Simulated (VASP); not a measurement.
SiH4CO: single point with LDA

SiH4CO:

```
O C Si H
1.0
     7.21653    0.00000    0.00000
     0.00000    7.21653    0.00000
     0.00000    0.00000    7.21653
O C Si H
5 5 5 20
Direct
  0.13627 0.58227 0.34612
  0.85955 0.46920 0.92629
  0.62099 0.60000 0.26592
  0.58474 0.26244 0.53059
  0.24560 0.81257 0.02795
  0.24005 0.47427 0.36314
  0.93638 0.45403 0.05960
  0.76055 0.54357 0.30953
  0.74037 0.25643 0.53276
  0.39416 0.77929 0.04244
  0.25570 0.47617 0.81428
  0.04191 0.01257 0.25900
  0.71748 0.76247 0.68619
  0.63647 0.17695 0.04397
  0.20355 0.02846 0.66087
  0.28370 0.46554 0.01764
  0.14996 0.30639 0.80568
  0.13191 0.63629 0.73350
  0.43623 0.51191 0.72464
  0.02867 0.15543 0.09783
  0.95144 0.84497 0.18129
  0.23580 0.99177 0.29776
  0.92547 0.10021 0.40271
  0.51936 0.79213 0.75915
  0.77880 0.56868 0.63260
  0.72628 0.88742 0.52171
  0.86012 0.82152 0.82096
  0.77602 0.20637 0.19981
  0.47365 0.07240 0.12035
  0.56702 0.37652 0.00396
  0.72249 0.09409 0.87817
  0.16422 0.85300 0.54789
  0.35312 0.02237 0.79608
  0.26558 0.18570 0.54206
  0.02853 0.05541 0.77051
```

* Program: VASP 6.6.1
* Task: single point
* Functional: LDA
* Potentials or basis: VASP PAW LDA potentials, release 64 (O_h, C_h, Si, H_h)
* Cutoff: 1000 eV
* k mesh: 1 × 1 × 1
* Occupations: fermi-dirac, width 0.05 eV
* Spin: no spin polarisation
* Dipole correction: no
* Further INCAR settings: LREAL = Auto; ALGO = Normal; EDIFF = 1e-06; NBANDS = 68

| Item | Value |
| --- | --- |
| Pressure | 5.6 GPa |
| Largest force | 5.514 eV/Å |
| Band gap on the k mesh | 3.49 eV |

Forces in eV/Å, atoms in the order of the input:
```
O   -3.535  4.007 -0.286
O   -0.978  0.294 -2.088
O   -0.461  0.106  0.134
O   -1.026 -0.194 -0.041
O   -3.441  0.739 -0.393
C    3.850 -3.909  0.543
C    1.379 -0.144  1.786
C    0.258 -0.046  0.328
C    0.575  0.273  0.433
C    3.691 -0.656  0.287
Si  -0.429  1.067 -0.173
Si  -0.497  1.015 -1.635
Si  -0.274  0.074 -0.044
Si  -0.999  1.111  0.724
Si  -0.784 -0.039 -0.695
H   -0.020  0.369  0.254
H   -0.181 -0.834 -0.519
H    0.460 -0.818  0.742
H    0.304 -0.526 -0.250
H    0.352 -0.415  0.446
H   -0.252 -0.259  0.059
H    0.733 -0.211  0.200
H    0.234 -0.027  0.568
H    0.743 -0.341 -0.201
H   -0.425  0.311 -0.084
H    0.122  0.058 -0.155
H    0.003  0.136  0.270
H   -0.490 -0.151 -0.377
H    0.142 -0.045 -0.116
H    0.063 -1.065  0.051
H    0.197 -0.212 -0.211
H    0.461  0.361  0.362
H    0.606 -0.081  0.494
H   -0.381 -0.233 -0.299
H    0.000  0.286 -0.114
```

Stress tensor (GPa, compression positive):
```
 7.09 -1.50  0.41
-1.50  4.19  0.81
 0.41  0.81  5.54
```

Levels at points of the mesh, in eV from the valence-band top:
| k point | band 42 | band 43 | band 44 | band 45 | band 46 | band 47 | band 48 | band 49 |
| --- | --- | --- | --- | --- | --- | --- | --- | --- |
| (0.00, 0.00, 0.00) | -0.79 | -0.69 | -0.13 | 0.00 | 3.49 | 3.71 | 3.98 | 4.33 |

Run time: 76 s on 1 thread of AMD EPYC 9R45 96-Core Processor (Zen 5), with other jobs on the host, peak memory 0.67 GiB.

Caveat: the k points lie up to 0.87 Å⁻¹ apart, too coarse for converged energies, forces and pressures; the atoms stand as in a frame of molecular dynamics.
